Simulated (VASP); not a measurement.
# AlCu (Pm-3m) in VASP: a series of runs

The runs below take AlCu through relaxation of cell and atoms, with r2SCAN.

Everything below comes from runs of VASP 6.6.1. Logs are shortened: lines on timing, memory, paths and dates and some standing lists are left out, and cuts for length are marked.

**1. The cell of the first run**

Symmetry: Pm-3m, No. 221, cubic system. Conventional cell: a = 2.998 Å, b = 2.998 Å, c = 2.998 Å, α = 90.00°, β = 90.00°, γ = 90.00°. Within 3.4 Å of Al (site symmetry m-3m) lie 8 Cu at 2.60 Å and 6 Al at 3.00 Å. Cu (site symmetry m-3m) has 8 Al at 2.60 Å and 6 Cu at 3.00 Å within 3.4 Å.

**2. Relaxation of cell and atoms, r2SCAN, target pressure 5 GPa, at which the enthalpy is minimised**

Input file POSCAR:

```
AlCu
1.0
    2.9975090000      0.0000000000      0.0000000000
    0.0000000000      2.9975090000      0.0000000000
    0.0000000000      0.0000000000      2.9975090000
Al Cu
1 1
Direct
    0.0000000000      0.0000000000      0.0000000000
    0.5000000000      0.5000000000      0.5000000000
```

Input file INCAR.step1:

```
SYSTEM = AlCu
PREC = Accurate
ENCUT = 600
ISMEAR = -1
SIGMA = 0.1
LREAL = .FALSE.
LASPH = .TRUE.
NELM = 80
GGA = PE
ALGO = Normal
EDIFF = 1E-4
LWAVE = .TRUE.
LCHARG = .FALSE.
```

Input file INCAR.step2:

```
SYSTEM = AlCu
PREC = Accurate
ENCUT = 600
EDIFF = 1E-6
ISMEAR = -1
SIGMA = 0.1
LREAL = .FALSE.
LASPH = .TRUE.
NELM = 80
ALGO = Normal
ISIF = 3
LWAVE = .FALSE.
LCHARG = .FALSE.
METAGGA = R2SCAN
LMIXTAU = .TRUE.
IBRION = 2
NSW = 50
EDIFFG = -0.01
PSTRESS = 50.0
ISTART = 1
```

Input file KPOINTS:

```
Automatic mesh
0
G
  7 7 7
  0 0 0
```

Potentials or basis: VASP PAW PBE potentials, release 64 (Al, Cu).

Launch:

```sh
> cat potpaw_PBE.64/Al/POTCAR potpaw_PBE.64/Cu/POTCAR > POTCAR
> cp INCAR.step1 INCAR
> mpirun -np 1 vasp_std > vasp.out
> cp INCAR.step2 INCAR
> mpirun -np 1 vasp_std > vasp.out
```

OUTCAR:

```text
SYSTEM = AlCu
   PREC = Accurate
   ENCUT = 600
   EDIFF = 1E-6
   ISMEAR = -1
   LREAL = .FALSE.
   LASPH = .TRUE.
   NELM = 80
   ISIF = 3
   METAGGA = R2SCAN
   IBRION = 2
   NSW = 50
   EDIFFG = -0.01
   PSTRESS = 50.0
   ISTART = 1

 ion  position               nearest neighbor table
   1  0.000  0.000  0.000-   2 2.60   2 2.60   2 2.60   2 2.60   2 2.60   2 2.60   2 2.60   2 2.60

   2  0.500  0.500  0.500-   1 2.60   1 2.60   1 2.60   1 2.60   1 2.60   1 2.60   1 2.60   1 2.60

  LATTYP: Found a simple cubic cell.
 ALAT       =     2.9975090000

  Lattice vectors:

 A1 = (   2.9975090000,   0.0000000000,   0.0000000000)
 A2 = (   0.0000000000,   2.9975090000,   0.0000000000)
 A3 = (   0.0000000000,   0.0000000000,   2.9975090000)

Analysis of symmetry for initial positions (statically):
=====================================================================
 Subroutine PRICEL returns:
 Original cell was already a primitive cell.

 Routine SETGRP: Setting up the symmetry group for a
 simple cubic supercell.

 Subroutine GETGRP returns: Found 48 space group operations
[... 9 lines left out ...]

 Routine SETGRP: Setting up the symmetry group for a
 simple cubic supercell.

 Subroutine GETGRP returns: Found 48 space group operations
[... 11 lines left out ...]
                                     Primitive cell

  volume of cell :      26.9328

  direct lattice vectors                    reciprocal lattice vectors
     2.997509000  0.000000000  0.000000000     0.333610341  0.000000000  0.000000000
     0.000000000  2.997509000  0.000000000     0.000000000  0.333610341  0.000000000
     0.000000000  0.000000000  2.997509000     0.000000000  0.000000000  0.333610341

  length of vectors
     2.997509000  2.997509000  2.997509000     0.333610341  0.333610341  0.333610341

  position of ions in fractional coordinates (direct lattice)
     0.000000000  0.000000000  0.000000000
     0.500000000  0.500000000  0.500000000

  ion indices of the primitive-cell ions
   primitive index   ion index
                 1           1
                 2           2

----------------------------------------------------------------------------------------

 KPOINTS: Automatic mesh

Automatic generation of k-mesh.
 Grid dimensions read from file:
 generate k-points for:    7    7    7

 Generating k-lattice:

  Cartesian coordinates                     Fractional coordinates (reciprocal lattice)
     0.047658620  0.000000000  0.000000000     0.142857143  0.000000000  0.000000000
     0.000000000  0.047658620  0.000000000     0.000000000  0.142857143  0.000000000
     0.000000000  0.000000000  0.047658620     0.000000000  0.000000000  0.142857143

  Length of vectors
     0.047658620  0.047658620  0.047658620

  Shift w.r.t. Gamma in fractional coordinates (k-lattice)
     0.000000000  0.000000000  0.000000000

 Subroutine IBZKPT returns following result:
 ===========================================

 Found     20 irreducible k-points:

 Following reciprocal coordinates:
            Coordinates               Weight
  0.000000  0.000000  0.000000      1.000000
  0.142857  0.000000  0.000000      6.000000
  0.285714  0.000000  0.000000      6.000000
  0.428571  0.000000  0.000000      6.000000
  0.142857  0.142857  0.000000     12.000000
  0.285714  0.142857  0.000000     24.000000
[... 12 lines left out ...]
  0.428571  0.428571  0.285714     24.000000
  0.428571  0.428571  0.428571      8.000000
   k-points           NKPTS =     20   k-points in BZ     NKDIM =     20   number of bands    NBANDS=     11
   number of dos      NEDOS =    301   number of ions     NIONS =      2
   total plane-waves  NPLWV =  13824
   dimension x,y,z NGX =    24 NGY =   24 NGZ =   24
   dimension x,y,z NGXF=    48 NGYF=   48 NGZF=   48
   ions per type =               1   1
   NGX,Y,Z   is equivalent  to a cutoff of  13.31, 13.31, 13.31 a.u.
   NGXF,Y,Z  is equivalent  to a cutoff of  26.62, 26.62, 26.62 a.u.
 SYSTEM =  AlCu
   PREC   = accura    normal or accurate (medium, high low for compatibility)
   ISTART =      1    job   : 0-new  1-cont  2-samecut
   ICHARG =      0    charge: 1-file 2-atom 10-const
   ISPIN  =      1    spin polarized calculation?
   LNONCOLLINEAR =      F non collinear calculations
   LSORBIT =      F    spin-orbit coupling
   LASPH  =      T    aspherical Exc in radial PAW
   ENCUT  =  600.0 eV  44.10 Ry    6.64 a.u.   5.99  5.99  5.99*2*pi/ulx,y,z
   NELM   =     80;   NELMIN=  2; NELMDL=  0     # of ELM steps
   EDIFF  = 0.1E-05   stopping-criterion for ELM
   LREAL  =      F    real-space projection
   EDIFFG = -.1E-01   stopping-criterion for IOM
   NSW    =     50    number of steps for IOM
   IBRION =      2    ionic relax: 0-MD 1-quasi-New 2-CG
   NFREE  =      1    steps in history (QN), initial steepest desc. (CG)
   ISIF   =      3    stress and relaxation
   ISYM   =      2    0-nonsym 1-usesym 2-fastsym
   POTIM  = 0.5000    time-step for ionic-motion
   TEBEG  =    0.0;   TEEND  =   0.0 temperature during run
   PSTRESS=   50.0 pullay stress
   NELECT =      14.0000    total number of electrons
   NUPDOWN=      -1.0000    fix difference up-down
   EMIN   =  10.00;   EMAX   =-10.00  energy-range for DOS
   EFERMI =   0.00;   METHOD = LEGACY
   ISMEAR =    -1;   SIGMA  =   0.10  broadening in eV -4-tet -1-fermi 0-gaus
   EFERMI_NEDOS =   21; number of points for ismear=-14 and -15
   IALGO  =     38    algorithm
   IMIX   =      4    mixing-type and parameters
     AMIX     =   0.40;   BMIX     =  1.00
     AMIX_MAG =   1.60;   BMIX_MAG =  1.00
  volume/ion in A,a.u.               =      13.47        90.88
  Fermi-wavevector in a.u.,A,eV,Ry     =   1.316306  2.487459 23.574307  1.732663
  Thomas-Fermi vector in A             =   2.446428
   LORBIT       =      0    0 simple, 1 ext, 2 COOP (PROOUT), +10 PAW based schemes
   METAGGA = R2SCAN    functional components
   LHFCALC =     F    Hartree Fock is set to
   AEXX    =    0.0000 exact exchange contribution
   IVDW    =     0    specifies the selected vdW correction
   LEPSILON=     F    determine dielectric tensor
   LRPA    =     F    only Hartree local field effects (RPA)
 conjugate gradient relaxation of ions
 non-spin polarized calculation
  energy-cutoff  :      600.00
  volume of cell :       26.93
 maximum number of plane-waves:       916
 NGX is ok and might be reduce to    24
   NGX = 11   NGY = 11   NGZ = 11

--------------------------------------- Ionic step        1  -------------------------------------------

 number of electron      14.0000020 magnetization

 Free energy of the ion-electron system (eV)
  ---------------------------------------------------
  ext. energy  EPLUGINS =         0.00000000
  ---------------------------------------------------
  free energy    TOTEN  =       -17.92119723 eV

  energy without entropy =      -17.90366110  energy(sigma->0) =      -17.91242916

------------------------ aborting loop because EDIFF is reached ----------------------------------------

  FORCE on cell =-STRESS in cart. coord.  units (eV):
  Direction    XX          YY          ZZ          XY          YZ          ZX
  --------------------------------------------------------------------------------------
  -------------------------------------------------------------------------------------
  Total       -0.7423221     -0.7423221     -0.7423221      0.0000000      0.0000000     -0.0000000
  in kB      -44.1592268    -44.1592268    -44.1592268      0.0000000      0.0000000     -0.0000000
  external PRESSURE =     -94.1592268 kB  Pullay stress =      50.0000000 kB

 VOLUME and BASIS-vectors are now :
 -----------------------------------------------------------------------------
  energy-cutoff  :      600.00
  volume of cell :       26.93
      direct lattice vectors                 reciprocal lattice vectors
     2.997509000  0.000000000  0.000000000     0.333610341  0.000000000  0.000000000
     0.000000000  2.997509000  0.000000000     0.000000000  0.333610341  0.000000000
     0.000000000  0.000000000  2.997509000     0.000000000  0.000000000  0.333610341
[... 8 lines left out ...]
  FREE ENERGIE OF THE ION-ELECTRON SYSTEM (eV)
  ---------------------------------------------------
  free  energy   TOTEN  =       -17.9211972312 eV

  energy  without entropy=      -17.9036610982  energy(sigma->0) =      -17.91242916

  enthalpy is  TOTEN    =       -17.0806910548 eV   P V=        0.8405061764

--------------------------------------- Ionic step        2  -------------------------------------------

 number of electron      13.9999991 magnetization

 E-fermi :  10.5671     XC(G=0): -13.0320

 val. band max:       10.3467202849   @ k =   0.4286   0.4286   0.1429
 cond. band min:      10.6452964237   @ k =   0.2857   0.2857   0.2857
 fundamental gap:      0.2985761387
 Fermi energy:        10.5671379405

 k-point     1 :       0.0000    0.0000    0.0000
  band No.  band energies     occupation
      1      -2.5822      2.00000
      2       4.7611      2.00000
      3       4.7611      2.00000
      4       6.0942      2.00000
      5       6.0942      2.00000
      6       6.0942      2.00000
      7      14.9704      0.00000
      8      14.9704      0.00000
      9      14.9704      0.00000
     10      17.1883      0.00000
     11      17.1883      0.00000

 k-point     2 :       0.1429    0.0000    0.0000
  band No.  band energies     occupation
      1      -2.1893      2.00000
      2       4.7642      2.00000
      3       4.8252      2.00000
      4       5.9841      2.00000
      5       5.9841      2.00000
      6       6.1066      2.00000
      7      11.8846      0.00000
      8      15.4387      0.00000
      9      15.4387      0.00000
     10      17.3074      0.00000
     11      19.7459      0.00000
[... 469 lines left out ...]
  FREE ENERGIE OF THE ION-ELECTRON SYSTEM (eV)
  ---------------------------------------------------
  free  energy   TOTEN  =       -17.9228593794 eV

  energy  without entropy=      -17.9044791143  energy(sigma->0) =      -17.91366925

  enthalpy is  TOTEN    =       -17.1395459061 eV   P V=        0.7833134733

--------------------------------------- Ionic step        8  -------------------------------------------

 number of electron      13.9999997 magnetization

 Free energy of the ion-electron system (eV)
  ---------------------------------------------------
  ext. energy  EPLUGINS =         0.00000000
  ---------------------------------------------------
  free energy    TOTEN  =       -17.92284578 eV

  energy without entropy =      -17.90446954  energy(sigma->0) =      -17.91365766

 E-fermi :   9.9549     XC(G=0): -12.7880

 val. band max:        9.6975411520   @ k =   0.4286   0.4286   0.1429
 cond. band min:      10.0435679330   @ k =   0.2857   0.2857   0.2857
 fundamental gap:      0.3460267810
 Fermi energy:         9.9548707427

 k-point     1 :       0.0000    0.0000    0.0000
  band No.  band energies     occupation
      1      -2.7975      2.00000
      2       4.4198      2.00000
      3       4.4198      2.00000
      4       5.6520      2.00000
      5       5.6520      2.00000
      6       5.6520      2.00000
      7      14.2139      0.00000
      8      14.2139      0.00000
      9      14.2139      0.00000
     10      16.4931      0.00000
     11      16.4931      0.00000

 k-point     2 :       0.1429    0.0000    0.0000
  band No.  band energies     occupation
      1      -2.4166      2.00000
      2       4.4206      2.00000
      3       4.4790      2.00000
      4       5.5489      2.00000
      5       5.5489      2.00000
      6       5.6634      2.00000
      7      11.2222      0.00001
      8      14.6679      0.00000
      9      14.6679      0.00000
     10      16.6196      0.00000
     11      18.9020      0.00000
[... 272 lines left out ...]
 POSITION                                       TOTAL-FORCE (eV/Angst)
 -----------------------------------------------------------------------------------
     -0.00000      2.92790      2.92790         0.000000      0.000000      0.000000
      1.46395      1.46395      1.46395        -0.000000     -0.000000      0.000000
 -----------------------------------------------------------------------------------
    total drift:                                0.000000      0.000000     -0.000000

  FREE ENERGIE OF THE ION-ELECTRON SYSTEM (eV)
  ---------------------------------------------------
  free  energy   TOTEN  =       -17.9228457805 eV

  energy  without entropy=      -17.9044695369  energy(sigma->0) =      -17.91365766

  enthalpy is  TOTEN    =       -17.1395466365 eV   P V=        0.7832991440

 reached required accuracy - stopping structural energy minimisation
```

Wall time 84 s (1 thread of Intel Xeon Platinum 8488C (Sapphire Rapids), shared host); peak memory 0.15 GiB.

What came out:

* Free energy: -17.9228 eV
* Relaxed volume: 12.55 Å³/atom
* Relaxed cell: a = 2.928 Å, b = 2.928 Å, c = 2.928 Å, α = 90.00°, β = 90.00°, γ = 90.00°
* Space group after relaxing (to 0.05 Å): Pm-3m (No. 221)
* Energy change on relaxing (the enthalpy is what falls): -0.8 meV/atom
* Ionic steps: 8
* Pressure after relaxing: 4.9 GPa
* Band gap on the k mesh: zero (band 7 reaches 14.21 eV, above the bottom of band 8 at 9.53 eV)

The path:
```
step  energy change (eV)  largest force (eV/Å)  pressure (GPa)  volume (Å³)
   1              0.0000                0.0000           -4.42        26.93
   2              0.0583                0.0000           12.26        23.96
   3             -0.0006                0.0000            5.64        25.06
   4             -0.0037                0.0000            4.40        25.17
   5             -0.0022                0.0000            4.56        25.12
   6             -0.0021                0.0000            4.65        25.12
   7             -0.0017                0.0000            4.66        25.10
   8             -0.0016                0.0000            4.94        25.10
```

Final structure:
```
Al Cu
1.0
     2.92790    0.00000    0.00000
     0.00000    2.92790    0.00000
     0.00000    0.00000    2.92790
Al Cu
1 1
Cartesian
  0.0000 2.9279 2.9279
  1.4639 1.4639 1.4639
```

Levels at points of the mesh, in eV from the Fermi level:
```tsv
k point	band 3	band 4	band 5	band 6	band 7	band 8	band 9	band 10	band 11
(0.00, 0.00, 0.00)	-5.54	-4.30	-4.30	-4.30	4.26	4.26	4.26	6.54	6.54
```

Caveat: the cell is relaxed towards a set pressure, so the enthalpy falls and the energy may rise; the PAW data sets were made with another functional, which shifts forces and pressure a little.

(Part 1 of 2 ends here.)
